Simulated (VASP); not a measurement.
# NaH (I4/mmm) in VASP: further runs

Runs on NaH. Level: PBE. Tasks: single point.

Program: VASP 6.6.1. These are calculated values, not measurements. Logs are shortened: lines on timing, memory, paths and dates and some standing lists are left out, and cuts for length are marked.

### 1 The cell of the first run

It takes space group I4/mmm (No. 139, tetragonal). Conventional cell: a = 3.364 Å, b = 3.364 Å, c = 5.002 Å, α = 90.00°, β = 90.00°, γ = 90.00°. Na (site symmetry 4/mmm) has 6 H at 2.38 to 2.50 Å within 3.1 Å. Within 3.1 Å of H (site symmetry 4/mmm) lie 6 Na at 2.38 to 2.50 Å.

### 2 Single point, PBE (strain -0.025 along x and y, +0.025 along z)

Input file INCAR:

```
PREC = Accurate ; ENCUT = 520
EDIFF = 1E-6 ; ISMEAR = 0
SIGMA = 0.05 ; LREAL = False
LASPH = True ; NELM = 60
ALGO = Normal ; ISIF = 2
LWAVE = False ; LCHARG = False
GGA = PE ; NBANDS = 11
```

Input file KPOINTS:

```
regular mesh
0
Gamma
  8 8 8
```

Input file POSCAR:

```
NaH
1.0
    0.0000000000      2.3790000000      2.5010000000
    2.3790000000      0.0000000000      2.5010000000
    2.3790000000      2.3790000000      0.0000000000
Na H
1 1
Direct
    0.0000000000      0.0000000000      0.0000000000
    0.5000000000      0.5000000000      0.5000000000
```

Potentials or basis: VASP PAW PBE potentials, release 64 (Na_pv, H).

Started as:

```bash
$ cat potpaw_PBE.64/Na_pv/POTCAR potpaw_PBE.64/H/POTCAR > POTCAR
$ mpirun -np 1 vasp_std > vasp.out
```

OUTCAR:

```text
PREC = Accurate
   ENCUT = 520
   EDIFF = 1E-6
   ISMEAR = 0
   LREAL = False
   LASPH = True
   NELM = 60
   ISIF = 2
   GGA = PE

 ion  position               nearest neighbor table
   1  0.000  0.000  0.000-
   2  0.500  0.500  0.500-

  LATTYP: Found a body centered tetragonal cell.
 ALAT       =     3.3644140649
 C/A-ratio  =     1.4867373348

  Lattice vectors:

 A1 = (  -2.3790000000,   0.0000000000,   2.5010000000)
 A2 = (   2.3790000000,   0.0000000000,   2.5010000000)
 A3 = (   0.0000000000,   2.3790000000,  -2.5010000000)

Analysis of symmetry for initial positions (statically):
=====================================================================
 Subroutine PRICEL returns:
 Original cell was already a primitive cell.

 Routine SETGRP: Setting up the symmetry group for a
 body centered tetragonal supercell.

 Subroutine GETGRP returns: Found 16 space group operations
 (whereof 16 operations were pure point group operations)
 out of a pool of 16 trial point group operations.

The static configuration has the point symmetry D_4h.

Analysis of symmetry for dynamics (positions and initial velocities):
=====================================================================
 Subroutine PRICEL returns:
 Original cell was already a primitive cell.

 Routine SETGRP: Setting up the symmetry group for a
 body centered tetragonal supercell.

 Subroutine GETGRP returns: Found 16 space group operations
 (whereof 16 operations were pure point group operations)
 out of a pool of 16 trial point group operations.

The dynamic configuration has the point symmetry D_4h.

 Subroutine INISYM returns: Found 16 space group operations
 (whereof 16 operations are pure point group operations),
 and found     1 'primitive' translations

----------------------------------------------------------------------------------------

                                     Primitive cell

  volume of cell :      28.3095

  direct lattice vectors                    reciprocal lattice vectors
     0.000000000  2.379000000  2.501000000    -0.210172341  0.210172341  0.199920032
     2.379000000  0.000000000  2.501000000     0.210172341 -0.210172341  0.199920032
     2.379000000  2.379000000  0.000000000     0.210172341  0.210172341 -0.199920032

  length of vectors
     3.451759262  3.451759262  3.364414065     0.358207824  0.358207824  0.358207824

[... 81 lines left out ...]
   LREAL  =      F    real-space projection
   EDIFFG = 0.1E-04   stopping-criterion for IOM
   NSW    =      0    number of steps for IOM
   IBRION =     -1    ionic relax: 0-MD 1-quasi-New 2-CG
   NFREE  =      0    steps in history (QN), initial steepest desc. (CG)
   ISIF   =      2    stress and relaxation
   ISYM   =      2    0-nonsym 1-usesym 2-fastsym
   POTIM  = 0.5000    time-step for ionic-motion
   TEBEG  =    0.0;   TEEND  =   0.0 temperature during run
   PSTRESS=    0.0 pullay stress
   NELECT =       8.0000    total number of electrons
   NUPDOWN=      -1.0000    fix difference up-down
   EMIN   =  10.00;   EMAX   =-10.00  energy-range for DOS
   EFERMI =   0.00;   METHOD = LEGACY
   ISMEAR =     0;   SIGMA  =   0.05  broadening in eV -4-tet -1-fermi 0-gaus
   EFERMI_NEDOS =   21; number of points for ismear=-14 and -15
   IALGO  =     38    algorithm
   IMIX   =      4    mixing-type and parameters
     AMIX     =   0.40;   BMIX     =  1.00
     AMIX_MAG =   1.60;   BMIX_MAG =  1.00
  volume/ion in A,a.u.               =      14.15        95.52
  Fermi-wavevector in a.u.,A,eV,Ry     =   1.074304  2.030141 15.702887  1.154130
  Thomas-Fermi vector in A             =   2.210129
   LORBIT       =      0    0 simple, 1 ext, 2 COOP (PROOUT), +10 PAW based schemes
   GGA     = PE    functional components
   LHFCALC =     F    Hartree Fock is set to
   AEXX    =    0.0000 exact exchange contribution
   IVDW    =     0    specifies the selected vdW correction
   LEPSILON=     F    determine dielectric tensor
   LRPA    =     F    only Hartree local field effects (RPA)
 non-spin polarized calculation
 Gauss-broadening in eV      SIGMA  =   0.05
  energy-cutoff  :      520.00
  volume of cell :       28.31
 maximum number of plane-waves:       779
 NGX is ok and might be reduce to    28
   NGX = 13   NGY = 13   NGZ = 13

 number of electron       7.9999995 magnetization

 Free energy of the ion-electron system (eV)
  ---------------------------------------------------
  ext. energy  EPLUGINS =         0.00000000
  ---------------------------------------------------
  free energy    TOTEN  =        -5.08322579 eV

  energy without entropy =       -5.08322579  energy(sigma->0) =       -5.08322579

 E-fermi :  -0.7373     XC(G=0):  -7.7558

 val. band max:       -1.0799323465   @ k =  -0.2500   0.2500   0.5000
 cond. band min:       2.6381622989   @ k =   0.5000   0.0000   0.0000
 fundamental gap:      3.7180946454
 Fermi energy:        -0.7372663155

 k-point     1 :       0.0000    0.0000    0.0000
  band No.  band energies     occupation
      1     -23.2411      2.00000
      2     -23.2230      2.00000
      3     -23.2230      2.00000
      4      -4.7316      2.00000
      5       9.2252      0.00000
      6      14.3025      0.00000
      7      14.5623      0.00000
      8      14.5623      0.00000
      9      15.2759      0.00000
     10      15.3336      0.00000
     11      15.3336      0.00000
[... 309 lines left out ...]
 k-point    24 :       0.3750   -0.0000    0.1250
  band No.  band energies     occupation
      1     -23.2973      2.00000
      2     -23.2512      2.00000
      3     -23.2356      2.00000
      4      -2.7874      2.00000
      5       4.5760      0.00000
      6       8.7769      0.00000
      7      11.1813      0.00000
      8      13.3772      0.00000
      9      14.9042      0.00000
     10      17.2517      0.00000
     11      17.9535      0.00000

 [... further k-points ...]
[... 5 lines left out ...]
  --------------------------------------------------------------------------------------
  -------------------------------------------------------------------------------------
  Total        0.0829341      0.0829341     -0.1771747      0.0000000      0.0000000      0.0000000
  in kB        4.6936567      4.6936567    -10.0271993      0.0000000      0.0000000      0.0000000
  external PRESSURE =      -0.2132953 kB  Pullay stress =       0.0000000 kB

 VOLUME and BASIS-vectors are now :
 -----------------------------------------------------------------------------
  energy-cutoff  :      520.00
  volume of cell :       28.31
      direct lattice vectors                 reciprocal lattice vectors
     0.000000000  2.379000000  2.501000000    -0.210172341  0.210172341  0.199920032
     2.379000000  0.000000000  2.501000000     0.210172341 -0.210172341  0.199920032
     2.379000000  2.379000000  0.000000000     0.210172341  0.210172341 -0.199920032

 POSITION                                       TOTAL-FORCE (eV/Angst)
 -----------------------------------------------------------------------------------
      0.00000      0.00000      0.00000         0.000000     -0.000000      0.000000
      2.37900      2.37900      2.50100        -0.000000      0.000000      0.000000
 -----------------------------------------------------------------------------------
    total drift:                               -0.000000     -0.000000     -0.000000

  FREE ENERGIE OF THE ION-ELECTRON SYSTEM (eV)
  ---------------------------------------------------
  free  energy   TOTEN  =        -5.0832257877 eV

  energy  without entropy=       -5.0832257877  energy(sigma->0) =       -5.08322579
```

OSZICAR:

```text
N       E                     dE             d eps       ncg     rms          rms(c)
DAV:   1     0.361361937300E+02    0.36136E+02   -0.44820E+03  1321   0.740E+02
DAV:   2    -0.419915485397E+01   -0.40335E+02   -0.39764E+02  1345   0.191E+02
DAV:   3    -0.550434606771E+01   -0.13052E+01   -0.13036E+01  1595   0.329E+01
DAV:   4    -0.551271378869E+01   -0.83677E-02   -0.83670E-02  1497   0.266E+00
DAV:   5    -0.551278636803E+01   -0.72579E-04   -0.72579E-04  1522   0.257E-01    0.319E+00
DAV:   6    -0.517106184604E+01    0.34172E+00   -0.33048E-01  1506   0.277E+00    0.148E+00
DAV:   7    -0.507850043944E+01    0.92561E-01   -0.32595E-01  1445   0.215E+00    0.353E-01
DAV:   8    -0.508331076120E+01   -0.48103E-02   -0.10200E-02  1433   0.957E-01    0.692E-02
DAV:   9    -0.508323668019E+01    0.74081E-04   -0.11778E-03  1563   0.361E-01    0.232E-02
DAV:  10    -0.508322273621E+01    0.13944E-04   -0.63965E-05  1465   0.507E-02    0.434E-03
DAV:  11    -0.508322603310E+01   -0.32969E-05   -0.61884E-06  1467   0.112E-02    0.321E-03
DAV:  12    -0.508322578773E+01    0.24537E-06   -0.22762E-07   940   0.318E-03
   1 F= -.50832258E+01 E0= -.50832258E+01  d E =-.440768E-24
```

stdout:

```text
POSCAR found type information on POSCAR NaH
 POSCAR found :  2 types and       2 ions
 scaLAPACK will be used
 LDA part: xc-table for (Slater+PW92), standard interpolation
 POSCAR, INCAR and KPOINTS ok, starting setup
 FFT: planning ... GRIDC
 FFT: planning ... GRID_SOFT
 FFT: planning ... GRID
 WAVECAR not read
 entering main loop
```

Run time: 7.8 s. Hardware: 1 thread of Intel Xeon 6975P-C (Granite Rapids), shared host; peak memory 0.15 GiB.

Results:

```yaml
Free_energy: -5.0832 eV
Pressure: 0.0 GPa
Band_gap_on_the_k_mesh: 3.72 eV, indirect (least direct gap 4.61 eV)
```

Stress tensor (GPa, compression positive):
```
 0.47  0.00  0.00
 0.00  0.47  0.00
 0.00  0.00 -1.00
```

Levels at points of the mesh, in eV from the valence-band top:
| k point | band 1 | band 2 | band 3 | band 4 | band 5 | band 6 | band 7 | band 8 |
| --- | --- | --- | --- | --- | --- | --- | --- | --- |
| (0.00, 0.00, 0.00) | -22.16 | -22.14 | -22.14 | -3.65 | 10.31 | 15.38 | 15.64 | 15.64 |
| (0.50, 0.00, 0.00) | -22.24 | -22.17 | -22.15 | -0.90 | 3.72 | 10.68 | 12.93 | 13.70 |
| (0.50, 0.50, 0.00) | -22.24 | -22.17 | -22.17 | -0.39 | 4.21 | 10.31 | 11.03 | 11.03 |
| (0.50, 0.00, 0.50) | -22.23 | -22.19 | -22.18 | -0.14 | 4.79 | 9.83 | 10.38 | 10.46 |

Caveat: the cell differs from its parent crystal (strain -0.025 along x and y, +0.025 along z).

### 3 Single point, PBE (strain +0.000 along x and y, +0.025 along z)

Input file INCAR:

```
ALGO = Normal ; EDIFF = 1E-6
ENCUT = 520 ; GGA = PE
ISIF = 2 ; ISMEAR = 0
LASPH = T ; LCHARG = F
LREAL = F ; LWAVE = F
NBANDS = 11 ; NELM = 60
PREC = Accurate ; SIGMA = 0.05
```

Input file KPOINTS:

```
k-points
0
Gamma
  8 8 8
```

Input file POSCAR:

```
NaH
1.0
    0.0000000000      2.4400000000      2.5010000000
    2.4400000000      0.0000000000      2.5010000000
    2.4400000000      2.4400000000      0.0000000000
Na H
1 1
Direct
    0.0000000000      0.0000000000      0.0000000000
    0.5000000000      0.5000000000      0.5000000000
```

Potentials or basis: VASP PAW PBE potentials, release 64 (Na_pv, H).

Started as:

```bash
$ cat potpaw_PBE.64/Na_pv/POTCAR potpaw_PBE.64/H/POTCAR > POTCAR
$ mpirun -np 1 vasp_std > vasp.out
```

Run time: 9.1 s. Hardware: 1 thread of Intel Xeon 6975P-C (Granite Rapids), shared host; peak memory 0.15 GiB.

The run converged. Its results:

| Item | Value |
| --- | --- |
| Free energy | -5.0812 eV |
| Pressure | -1.2 GPa |
| Band gap on the k mesh | 3.65 eV, indirect (least direct gap 4.50 eV) |

Stress tensor (GPa, compression positive):
```
-0.97  0.00  0.00
 0.00 -0.97  0.00
 0.00  0.00 -1.54
```

Levels at points of the mesh, in eV from the valence-band top:
```tsv
k point	band 1	band 2	band 3	band 4	band 5	band 6	band 7	band 8	band 9
(0.00, 0.00, 0.00)	-22.23	-22.22	-22.22	-3.49	9.92	15.11	15.23	15.23	15.91
(0.50, 0.00, 0.00)	-22.30	-22.23	-22.23	-0.85	3.65	10.39	12.85	13.21	15.59
(0.50, 0.50, 0.00)	-22.30	-22.24	-22.24	-0.27	4.33	9.97	10.52	10.52	11.28
(0.50, 0.00, 0.50)	-22.29	-22.25	-22.25	-0.15	4.61	9.74	10.21	10.25	11.17
```

Caveat: the cell differs from its parent crystal (strain +0.000 along x and y, +0.025 along z). A k mesh can miss the band edges.

### 4 Single point, PBE (strain +0.000 along x and y, +0.050 along z)

Input file INCAR:

```
PREC = Accurate
ENCUT = 520
EDIFF = 1E-6
ISMEAR = 0
SIGMA = 0.05
LREAL = F
LASPH = T
NELM = 80
ALGO = Normal
ISIF = 2
LWAVE = F
LCHARG = F
GGA = PE
NBANDS = 11
```

Input file KPOINTS:

```
regular mesh
0
Gamma
  8 8 8
```

Input file POSCAR:

```
NaH
1.0
    0.0000000000      2.4400000000      2.5620000000
    2.4400000000      0.0000000000      2.5620000000
    2.4400000000      2.4400000000      0.0000000000
Na H
1 1
Direct
    0.0000000000      0.0000000000      0.0000000000
    0.5000000000      0.5000000000      0.5000000000
```

Started as:

```bash
$ cat potpaw_PBE.64/Na_pv/POTCAR potpaw_PBE.64/H/POTCAR > POTCAR
$ mpirun -np 1 vasp_std > vasp.out
```

Wall time 9.2 s (1 thread of Intel Xeon 6975P-C (Granite Rapids), shared host); peak memory 0.15 GiB.

It converged, with:

```
Free energy            : -5.0730 eV
Pressure               : -1.5 GPa
Band gap on the k mesh : 3.60 eV, indirect (least direct gap 4.45 eV)
```

Stress tensor (GPa, compression positive):
```
-1.22  0.00  0.00
 0.00 -1.22  0.00
 0.00  0.00 -2.18
```

Levels at points of the mesh, in eV from the valence-band top:
```tsv
k point	band 1	band 2	band 3	band 4	band 5	band 6	band 7	band 8	band 9
(0.00, 0.00, 0.00)	-22.30	-22.28	-22.28	-3.44	9.68	14.85	15.09	15.09	15.66
(0.50, 0.00, 0.00)	-22.36	-22.30	-22.29	-0.86	3.60	10.18	12.51	13.22	15.17
(0.50, 0.50, 0.00)	-22.36	-22.30	-22.30	-0.37	4.11	10.01	10.55	10.55	11.10
(0.50, 0.00, 0.50)	-22.34	-22.32	-22.31	-0.13	4.63	9.57	9.94	10.03	10.88
```

Caveat: the cell differs from its parent crystal (strain +0.000 along x and y, +0.050 along z).

### 5 Single point, PBE (strain +0.025 along x and y, +0.000 along z)

Input file INCAR:

```
SYSTEM = NaH
ALGO = Normal
EDIFF = 1E-7
ENCUT = 520
GGA = PE
ISIF = 2
ISMEAR = 0
LASPH = .TRUE.
LCHARG = .FALSE.
LREAL = .FALSE.
LWAVE = .FALSE.
NBANDS = 11
NELM = 60
PREC = Accurate
SIGMA = 0.05
```

Input file KPOINTS:

```
k-points
0
G
  8 8 8
  0 0 0
```

Input file POSCAR:

```
NaH
1.0
    0.0000000000      2.5010000000      2.4400000000
    2.5010000000      0.0000000000      2.4400000000
    2.5010000000      2.5010000000      0.0000000000
Na H
1 1
Direct
    0.0000000000      0.0000000000      0.0000000000
    0.5000000000      0.5000000000      0.5000000000
```

Started as:

```bash
$ cat potpaw_PBE.64/Na_pv/POTCAR potpaw_PBE.64/H/POTCAR > POTCAR
$ mpirun -np 1 vasp_std > vasp.out
```

Run time: 9.8 s. Hardware: 1 thread of Intel Xeon 6975P-C (Granite Rapids), shared host; peak memory 0.15 GiB.

It converged, with:

```
Free energy            : -5.0750 eV
Pressure               : -1.6 GPa
Band gap on the k mesh : 3.62 eV, indirect (least direct gap 4.45 eV)
```

Stress tensor (GPa, compression positive):
```
-1.78  0.00  0.00
 0.00 -1.78  0.00
 0.00  0.00 -1.25
```

Levels at points of the mesh, in eV from the valence-band top:
```
           k point  band 1  band 2  band 3  band 4  band 5  band 6  band 7  band 8  band 9
(0.00, 0.00, 0.00)  -22.26  -22.26  -22.25   -3.41    9.73   14.98   14.98   15.10   15.69
(0.50, 0.00, 0.00)  -22.32  -22.27  -22.26   -0.82    3.62   10.24   12.72   13.06   15.33
(0.50, 0.50, 0.00)  -22.31  -22.28  -22.28   -0.09    4.67    9.58   10.00   10.00   10.91
(0.50, 0.00, 0.50)  -22.32  -22.28  -22.27   -0.21    4.39    9.82   10.27   10.31   11.01
```

Caveat: the cell differs from its parent crystal (strain +0.025 along x and y, +0.000 along z).

### 6 Overview

```tsv
cell	gap on the mesh (eV)	pressure (GPa)
a = 3.452, b = 3.452, c = 3.364 Å, angles 60.8, 60.8, 58.3°, 2 atoms	3.72	0.0
a = 3.494, b = 3.494, c = 3.451 Å, angles 60.4, 60.4, 59.2°, 2 atoms	3.65	-1.2
a = 3.538, b = 3.538, c = 3.451 Å, angles 60.8, 60.8, 58.4°, 2 atoms	3.60	-1.5
a = 3.494, b = 3.494, c = 3.537 Å, angles 59.6, 59.6, 60.8°, 2 atoms	3.62	-1.6
```

Alike in all rows: task single point; level PBE; potentials or basis VASP PAW PBE potentials, release 64 (Na_pv, H); no spin polarisation; k mesh 8 × 8 × 8; cutoff (eV) 520; smearing gaussian 0.05 eV.

Total energies depend on the potentials used, so only differences within one code and one set of settings carry meaning.
